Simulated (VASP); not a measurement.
Set up this calculation in VASP 6.6.1, as the native input.

```yaml
Task: single point
Functional: PBE
Potentials_or_basis: VASP PAW PBE potentials, release 64 (O, Mg)
Cutoff: 520 eV
k_mesh: 9 × 9 × 1
Occupations: gaussian, width 0.05 eV
Spin: no spin polarisation
Dipole_correction: yes
Further_INCAR_settings: ALGO = Normal; EDIFF = 1e-06; NBANDS = 21; NELMDL = -8
```

The structure of MgO lies in POSCAR:

```
MgO
1.0
    3.0085896295      0.0000000000      0.0000000000
   -1.5042948148      2.6055150487      0.0000000000
    0.0000000000      0.0000000000     23.0790062001
O Mg
3 3
Direct
    0.3333333333      0.6666666667      0.1733176882
    0.0000000000      0.0000000000      0.2797565497
    0.6666666667      0.3333333333      0.3878542222
    0.6666666667      0.3333333333      0.2265371189
    0.3333333333      0.6666666667      0.3281913936
    0.0000000000      0.0000000000      0.4367175134
```

The input as run:

INCAR

```
ALGO     = Normal         # electronic algorithm
DIPOL    = 0.5 0.5 0.305
EDIFF    = 1E-6           # SCF threshold, eV
ENCUT    = 520            # plane-wave cutoff, eV
GGA      = PE             # functional
GGA_COMPAT= False        
IDIPOL   = 3            
ISIF     = 2              # what is computed and relaxed
ISMEAR   = 0              # smearing method
LASPH    = True           # aspherical terms in the spheres
LCHARG   = True           # write CHGCAR
LDIPOL   = True         
LELF     = True           # ELF
LREAL    = False          # projectors in reciprocal space
LVACPOTAV= True         
LVHAR    = True         
LWAVE    = False          # write WAVECAR
NBANDS   = 21             # bands
NELM     = 120            # most SCF steps
NELMDL   = -8           
PREC     = Accurate       # precision mode
SIGMA    = 0.05           # smearing width, eV
```

KPOINTS

```
k-points
0
Gamma
  9 9 1
```

Potentials or basis: VASP PAW PBE potentials, release 64 (O, Mg).

The run is started by

```bash
$ cat potpaw_PBE.64/O/POTCAR potpaw_PBE.64/Mg/POTCAR > POTCAR
$ mpirun -np 1 vasp_std > vasp.out
```

Results of the run:

| Quantity | Value |
| --- | --- |
| Largest force | 2.822 eV/Å |
| Band gap on the k mesh | zero (bands 12 and 13 overlap by 0.44 eV) |

Wall time 3.9 min on 1 thread of Intel Xeon 8259CL (shared host), peak memory 0.32 GiB.
